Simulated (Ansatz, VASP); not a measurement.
# TaS2 in VASP and in Ansatz

```
S Ta
1.0
     3.38060    0.00000    0.00000
    -1.69030    2.92769    0.00000
     0.00000    0.00000   26.12367
S Ta
2 1
Direct
  0.66667 0.33333 0.44140
  0.33333 0.66667 0.55860
  0.00000 0.00000 0.50000
```

Alike in both runs: task single point; functional PBE; k mesh 6 × 6 × 1; occupations gaussian, width 0.05 eV; no spin polarisation.

|  | VASP | Ansatz |
| --- | --- | --- |
| version | VASP 6.6.1 | Ansatz 0.2.0 |
| potentials or method | VASP PAW PBE potentials, release 64 (S, Ta_pv), cutoff 400 eV | plane-wave PAW, scalar-relativistic |
| valence electrons in the cell | 23 | 25 |

```csv
,VASP,Ansatz,Ansatz less VASP
rms of the force components (eV/Å),0.051,0.056,+0.0054
```

VASP's potentials hold 23 valence electrons a cell and Ansatz's 25, so a difference there can come from the potentials and not from the codes. Ansatz's warnings: slab cell height set.

Neither program's run includes spin-orbit coupling.
